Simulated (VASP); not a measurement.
# Rb (Fm-3m) in VASP: single point with r2SCAN

Aim: the single point of Rb with r2SCAN.

Everything below comes from runs of VASP 6.6.1. Logs are shortened: lines on timing, memory, paths and dates and some standing lists are left out, and cuts for length are marked.

### 1 The cell of the first run

Symmetry: Fm-3m, No. 225, cubic system. The conventional cell has a = 7.280 Å, b = 7.280 Å, c = 7.280 Å, α = 90.00°, β = 90.00°, γ = 90.00°.

### 2 Single point, r2SCAN

The input, POSCAR:

```
Rb
1.0
    0.0000000000      3.6398846700      3.6398846700
    3.6398846700      0.0000000000      3.6398846700
    3.6398846700      3.6398846700      0.0000000000
Rb
1
Direct
    0.0000000000      0.0000000000      0.0000000000
```

The input, INCAR.step1:

```
SYSTEM = Rb
PREC     = Accurate       ! precision mode
ENCUT    = 550            ! plane-wave cutoff, eV
ISMEAR   = 0              ! smearing method
SIGMA    = 0.1            ! smearing width, eV
LREAL    = .FALSE.        ! projectors in reciprocal space
LASPH    = .TRUE.         ! aspherical terms in the spheres
NELM     = 120            ! most SCF steps
NBANDS   = 10             ! bands
GGA      = PE             ! functional
ALGO     = Normal         ! electronic algorithm
EDIFF    = 1E-5           ! SCF threshold, eV
LWAVE    = .TRUE.         ! write WAVECAR
LCHARG   = .FALSE.        ! write CHGCAR
GGA_COMPAT= .FALSE.
```

The input, INCAR.step2:

```
SYSTEM = Rb
PREC     = Accurate       ! precision mode
ENCUT    = 550            ! plane-wave cutoff, eV
EDIFF    = 1E-6           ! SCF threshold, eV
ISMEAR   = 0              ! smearing method
SIGMA    = 0.1            ! smearing width, eV
LREAL    = .FALSE.        ! projectors in reciprocal space
LASPH    = .TRUE.         ! aspherical terms in the spheres
NELM     = 120            ! most SCF steps
ALGO     = Normal         ! electronic algorithm
ISIF     = 2              ! what is computed and relaxed
LWAVE    = .FALSE.        ! write WAVECAR
LCHARG   = .TRUE.         ! write CHGCAR
METAGGA  = R2SCAN         ! meta-GGA
LMIXTAU  = .TRUE.       
LELF     = .TRUE.         ! ELF
LVHAR    = .TRUE.       
NBANDS   = 10             ! bands
ISTART   = 1            
GGA_COMPAT= .FALSE.
```

The input, KPOINTS:

```
regular mesh
0
G
  4 4 4
  0 0 0
```

Potentials or basis: VASP PAW PBE potentials, release 64 (Rb_sv).

The run is started by

```console
cat potpaw_PBE.64/Rb_sv/POTCAR > POTCAR
cp INCAR.step1 INCAR
mpirun -np 1 vasp_std > vasp.out
cp INCAR.step2 INCAR
mpirun -np 1 vasp_std > vasp.out
```

OUTCAR:

```text
SYSTEM = Rb
   PREC = Accurate
   ENCUT = 550
   EDIFF = 1E-6
   ISMEAR = 0
   LREAL = .FALSE.
   LASPH = .TRUE.
   NELM = 120
   ISIF = 2
   METAGGA = R2SCAN
   ISTART = 1

 ion  position               nearest neighbor table
   1  0.000  0.000  0.000-

  LATTYP: Found a face centered cubic cell.
 ALAT       =     7.2797693400

  Lattice vectors:

 A1 = (   0.0000000000,   3.6398846700,   3.6398846700)
 A2 = (   3.6398846700,   0.0000000000,   3.6398846700)
 A3 = (   3.6398846700,   3.6398846700,   0.0000000000)

Analysis of symmetry for initial positions (statically):
=====================================================================
 Subroutine PRICEL returns:
 Original cell was already a primitive cell.

 Routine SETGRP: Setting up the symmetry group for a
 face centered cubic supercell.

 Subroutine GETGRP returns: Found 48 space group operations
 (whereof 48 operations were pure point group operations)
 out of a pool of 48 trial point group operations.

The static configuration has the point symmetry O_h .

Analysis of symmetry for dynamics (positions and initial velocities):
=====================================================================
 Subroutine PRICEL returns:
 Original cell was already a primitive cell.

 Routine SETGRP: Setting up the symmetry group for a
 face centered cubic supercell.

 Subroutine GETGRP returns: Found 48 space group operations
 (whereof 48 operations were pure point group operations)
 out of a pool of 48 trial point group operations.

The dynamic configuration has the point symmetry O_h .

 Subroutine INISYM returns: Found 48 space group operations
 (whereof 48 operations are pure point group operations),
 and found     1 'primitive' translations

----------------------------------------------------------------------------------------

                                     Primitive cell

  volume of cell :      96.4479

  direct lattice vectors                    reciprocal lattice vectors
     0.000000000  3.639884670  3.639884670    -0.137366990  0.137366990  0.137366990
     3.639884670  0.000000000  3.639884670     0.137366990 -0.137366990  0.137366990
     3.639884670  3.639884670  0.000000000     0.137366990  0.137366990 -0.137366990

  length of vectors
     5.147574266  5.147574266  5.147574266     0.237926605  0.237926605  0.237926605

  position of ions in fractional coordinates (direct lattice)
     0.000000000  0.000000000  0.000000000

  ion indices of the primitive-cell ions
   primitive index   ion index
                 1           1

----------------------------------------------------------------------------------------

 KPOINTS: regular mesh

Automatic generation of k-mesh.
 Grid dimensions read from file:
 generate k-points for:    4    4    4

 Generating k-lattice:

  Cartesian coordinates                     Fractional coordinates (reciprocal lattice)
    -0.034341747  0.034341747  0.034341747     0.250000000  0.000000000  0.000000000
     0.034341747 -0.034341747  0.034341747     0.000000000  0.250000000  0.000000000
     0.034341747  0.034341747 -0.034341747     0.000000000  0.000000000  0.250000000

  Length of vectors
     0.059481651  0.059481651  0.059481651

  Shift w.r.t. Gamma in fractional coordinates (k-lattice)
     0.000000000  0.000000000  0.000000000

 Subroutine IBZKPT returns following result:
 ===========================================

 Found      8 irreducible k-points:

 Following reciprocal coordinates:
            Coordinates               Weight
  0.000000  0.000000  0.000000      1.000000
  0.250000  0.000000  0.000000      8.000000
  0.500000  0.000000  0.000000      4.000000
  0.250000  0.250000  0.000000      6.000000
  0.500000  0.250000  0.000000     24.000000
 -0.250000  0.250000  0.000000     12.000000
  0.500000  0.500000  0.000000      3.000000
 -0.250000  0.500000  0.250000      6.000000
   k-points           NKPTS =      8   k-points in BZ     NKDIM =      8   number of bands    NBANDS=     10
   number of dos      NEDOS =    301   number of ions     NIONS =      1
   total plane-waves  NPLWV =  64000
   dimension x,y,z NGX =    40 NGY =   40 NGZ =   40
   dimension x,y,z NGXF=    80 NGYF=   80 NGZF=   80
   ions per type =               1
   NGX,Y,Z   is equivalent  to a cutoff of  12.92, 12.92, 12.92 a.u.
   NGXF,Y,Z  is equivalent  to a cutoff of  25.84, 25.84, 25.84 a.u.
 SYSTEM =  Rb
   PREC   = accura    normal or accurate (medium, high low for compatibility)
   ISTART =      1    job   : 0-new  1-cont  2-samecut
   ICHARG =      0    charge: 1-file 2-atom 10-const
   ISPIN  =      1    spin polarized calculation?
   LNONCOLLINEAR =      F non collinear calculations
   LSORBIT =      F    spin-orbit coupling
   LASPH  =      T    aspherical Exc in radial PAW
   ENCUT  =  550.0 eV  40.42 Ry    6.36 a.u.   9.84  9.84  9.84*2*pi/ulx,y,z
   NELM   =    120;   NELMIN=  2; NELMDL=  0     # of ELM steps
   EDIFF  = 0.1E-05   stopping-criterion for ELM
   LREAL  =      F    real-space projection
   EDIFFG = 0.1E-04   stopping-criterion for IOM
   NSW    =      0    number of steps for IOM
   IBRION =     -1    ionic relax: 0-MD 1-quasi-New 2-CG
   NFREE  =      0    steps in history (QN), initial steepest desc. (CG)
   ISIF   =      2    stress and relaxation
   ISYM   =      2    0-nonsym 1-usesym 2-fastsym
   POTIM  = 0.5000    time-step for ionic-motion
   TEBEG  =    0.0;   TEEND  =   0.0 temperature during run
   PSTRESS=    0.0 pullay stress
   NELECT =       9.0000    total number of electrons
   NUPDOWN=      -1.0000    fix difference up-down
   EMIN   =  10.00;   EMAX   =-10.00  energy-range for DOS
   EFERMI =   0.00;   METHOD = LEGACY
   ISMEAR =     0;   SIGMA  =   0.10  broadening in eV -4-tet -1-fermi 0-gaus
   EFERMI_NEDOS =   21; number of points for ismear=-14 and -15
   IALGO  =     38    algorithm
   IMIX   =      4    mixing-type and parameters
     AMIX     =   0.40;   BMIX     =  1.00
     AMIX_MAG =   1.60;   BMIX_MAG =  1.00
  volume/ion in A,a.u.               =      96.45       650.86
  Fermi-wavevector in a.u.,A,eV,Ry     =   0.742548  1.403213  7.501953  0.551378
  Thomas-Fermi vector in A             =   1.837453
   LORBIT       =      0    0 simple, 1 ext, 2 COOP (PROOUT), +10 PAW based schemes
   METAGGA = R2SCAN    functional components
   LHFCALC =     F    Hartree Fock is set to
   AEXX    =    0.0000 exact exchange contribution
   IVDW    =     0    specifies the selected vdW correction
   LEPSILON=     F    determine dielectric tensor
   LRPA    =     F    only Hartree local field effects (RPA)
 non-spin polarized calculation
 Gauss-broadening in eV      SIGMA  =   0.10
  energy-cutoff  :      550.00
  volume of cell :       96.45
 maximum number of plane-waves:      2840
   NGX = 19   NGY = 19   NGZ = 19

 number of electron       9.0000000 magnetization

 Free energy of the ion-electron system (eV)
  ---------------------------------------------------
  ext. energy  EPLUGINS =         0.00000000
  ---------------------------------------------------
  free energy    TOTEN  =       -13.86740166 eV

  energy without entropy =      -13.85141253  energy(sigma->0) =      -13.85940710

 E-fermi :   0.1152     XC(G=0):  -5.5819

 val. band max:       -0.3666661249   @ k =  -0.2500   0.2500   0.0000
 cond. band min:       0.1764967734   @ k =   0.5000   0.2500   0.0000
 fundamental gap:      0.5431628983
 Fermi energy:         0.1151972594

 k-point     1 :       0.0000    0.0000    0.0000
  band No.  band energies     occupation
      1     -30.1627      2.00000
      2     -13.6577      2.00000
      3     -13.6577      2.00000
      4     -13.6577      2.00000
      5      -2.0782      2.00000
      6       3.8987      0.00000
      7       3.8987      0.00000
      8       3.8987      0.00000
      9       5.3032      0.00000
     10       5.3032      0.00000

 k-point     2 :       0.2500    0.0000    0.0000
  band No.  band energies     occupation
      1     -30.1611      2.00000
      2     -13.6980      2.00000
      3     -13.6631      2.00000
      4     -13.6631      2.00000
      5      -1.3974      2.00000
      6       2.4218      0.00000
      7       3.9469      0.00000
      8       3.9469      0.00000
      9       5.0989      0.00000
     10       5.0989      0.00000

 k-point     3 :       0.5000    0.0000    0.0000
  band No.  band energies     occupation
      1     -30.1596      2.00000
      2     -13.7375      2.00000
      3     -13.6684      2.00000
      4     -13.6684      2.00000
      5       0.2091      0.18404
      6       0.4842      0.00000
      7       3.6581      0.00000
      8       3.6581      0.00000
      9       5.8740      0.00000
     10       5.9880      0.00000

 k-point     4 :       0.2500    0.2500    0.0000
  band No.  band energies     occupation
      1     -30.1606      2.00000
      2     -13.6963      2.00000
      3     -13.6721      2.00000
      4     -13.6721      2.00000
      5      -1.1805      2.00000
      6       2.6273      0.00000
      7       3.2811      0.00000
      8       4.0883      0.00000
      9       4.0883      0.00000
     10       5.7124      0.00000

 k-point     5 :       0.5000    0.2500    0.0000
  band No.  band energies     occupation
      1     -30.1590      2.00000
      2     -13.7236      2.00000
      3     -13.6891      2.00000
      4     -13.6775      2.00000
      5       0.1765      0.38599
      6       1.3666      0.00000
      7       2.3869      0.00000
      8       4.0384      0.00000
      9       4.4368      0.00000
     10       6.1580      0.00000

 k-point     6 :      -0.2500    0.2500    0.0000
  band No.  band energies     occupation
      1     -30.1596      2.00000
      2     -13.7148      2.00000
      3     -13.6908      2.00000
      4     -13.6685      2.00000
      5      -0.3667      2.00000
      6       1.9172      0.00000
      7       2.3216      0.00000
      8       4.0534      0.00000
      9       4.9974      0.00000
     10       5.5372      0.00000

 k-point     7 :       0.5000    0.5000    0.0000
  band No.  band energies     occupation
      1     -30.1585      2.00000
      2     -13.7326      2.00000
      3     -13.6865      2.00000
      4     -13.6865      2.00000
      5       0.6687      0.00000
      6       1.2984      0.00000
      7       1.9571      0.00000
      8       4.6284      0.00000
      9       4.6284      0.00000
     10       5.3850      0.00000

 k-point     8 :      -0.2500    0.5000    0.2500
  band No.  band energies     occupation
      1     -30.1585      2.00000
      2     -13.7096      2.00000
      3     -13.7096      2.00000
      4     -13.6872      2.00000
      5       1.1517      0.00000
      6       1.5355      0.00000
      7       1.5356      0.00000
      8       2.7816      0.00000
      9       5.7819      0.00000
     10       5.8052      0.00000

------------------------ aborting loop because EDIFF is reached ----------------------------------------

  FORCE on cell =-STRESS in cart. coord.  units (eV):
  Direction    XX          YY          ZZ          XY          YZ          ZX
  --------------------------------------------------------------------------------------
  -------------------------------------------------------------------------------------
  Total        0.0203481      0.0203481      0.0203481      0.0000000     -0.0000000     -0.0000000
  in kB        0.3380196      0.3380196      0.3380196      0.0000000     -0.0000000     -0.0000000
  external PRESSURE =       0.3380196 kB  Pullay stress =       0.0000000 kB

 VOLUME and BASIS-vectors are now :
 -----------------------------------------------------------------------------
  energy-cutoff  :      550.00
  volume of cell :       96.45
      direct lattice vectors                 reciprocal lattice vectors
     0.000000000  3.639884670  3.639884670    -0.137366990  0.137366990  0.137366990
     3.639884670  0.000000000  3.639884670     0.137366990 -0.137366990  0.137366990
     3.639884670  3.639884670  0.000000000     0.137366990  0.137366990 -0.137366990

 POSITION                                       TOTAL-FORCE (eV/Angst)
 -----------------------------------------------------------------------------------
      0.00000      0.00000      0.00000         0.000000      0.000000      0.000000
 -----------------------------------------------------------------------------------
    total drift:                               -0.000000     -0.000000     -0.000000

  FREE ENERGIE OF THE ION-ELECTRON SYSTEM (eV)
  ---------------------------------------------------
  free  energy   TOTEN  =       -13.8674016635 eV

  energy  without entropy=      -13.8514125308  energy(sigma->0) =      -13.85940710
```

Run time: 75 s. Hardware: 1 thread of Intel Xeon 8259CL, shared host; peak memory 0.25 GiB.

Results:

| Property | Result |
| --- | --- |
| Free energy | -13.8674 eV |
| Pressure | 0.0 GPa |

Levels at points of the mesh, in eV from the Fermi level:
| k point | band 1 | band 2 | band 3 | band 4 | band 5 | band 6 | band 7 | band 8 |
| --- | --- | --- | --- | --- | --- | --- | --- | --- |
| (0.00, 0.00, 0.00) | -30.28 | -13.77 | -13.77 | -13.77 | -2.19 | 3.78 | 3.78 | 3.78 |
| (0.50, 0.00, 0.00) | -30.27 | -13.85 | -13.78 | -13.78 | 0.09 | 0.37 | 3.54 | 3.54 |
| (0.50, 0.50, 0.00) | -30.27 | -13.85 | -13.80 | -13.80 | 0.55 | 1.18 | 1.84 | 4.51 |

Caveat: the k points lie up to 0.37 Å⁻¹ apart; the PAW data sets were made with another functional, which shifts forces and pressure a little.
